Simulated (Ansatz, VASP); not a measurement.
**HgTe: VASP beside Ansatz**

Contents of INCAR:

```
PREC     = Accurate       # precision mode
ENCUT    = 520            # plane-wave cutoff, eV
EDIFF    = 1E-6           # SCF threshold, eV
ISMEAR   = 0              # smearing method
SIGMA    = 0.020999999999999998 # smearing width, eV
LREAL    = F              # projectors in reciprocal space
LASPH    = T              # aspherical terms in the spheres
NELM     = 60             # most SCF steps
ALGO     = Normal         # electronic algorithm
ISIF     = 2              # what is computed and relaxed
LWAVE    = F              # write WAVECAR
LCHARG   = F              # write CHGCAR
GGA      = PE             # functional
NBANDS   = 16             # bands
```

Contents of KPOINTS:

```
regular mesh
0
Gamma
  7 7 7
```

The input POSCAR:

```
HgTe
1.0
    0.0000000000      3.2145000000      3.2145000000
    3.2145000000      0.0000000000      3.2145000000
    3.2145000000      3.2145000000      0.0000000000
Hg Te
1 1
Direct
    0.0000000000      0.0000000000      0.0000000000
    0.7500000000      0.7500000000      0.7500000000
```

input.yaml

```yaml
crystal:
  lattice:
    - [0.0, 3.2145, 3.2145]
    - [3.2145, 0.0, 3.2145]
    - [3.2145, 3.2145, 0.0]
  atoms:
    - { symbol: Hg, position: [0.0, 0.0, 0.0] }
    - { symbol: Te, position: [0.75, 0.75, 0.75] }
kpoints:
  mp_grid: { grid: [7, 7, 7] }
scf:
  occupations: { method: gaussian, width: 0.021 }
hamiltonian:
  xc: pbe
  pseudopotentials: { kind: all_electron, lapw: { basis_error: 0.001 } }
output:
  forces: true
  stress: true
  eigenvalues: true
```

Alike in both runs: task single point; functional PBE; k mesh 7 × 7 × 7; occupations gaussian, width 0.021 eV; no spin polarisation.

|  | VASP | Ansatz |
| --- | --- | --- |
| version | VASP 6.6.1 | Ansatz 0.2.0 |
| potentials or method | VASP PAW PBE potentials, release 64 (Hg, Te), cutoff 520 eV | all-electron LAPW, scalar-relativistic |

|  | VASP | Ansatz | Ansatz less VASP |
| --- | --- | --- | --- |
| gap on the k mesh at the Fermi level (eV) | none | none | - |
| pressure (GPa) | 4.6 | 4.6 | -0.07 |

A gap of «none» marks a metal or a gap that the smearing closes. Ansatz ran all-electron here, and VASP with PAW potentials.

Spin-orbit coupling is off throughout.
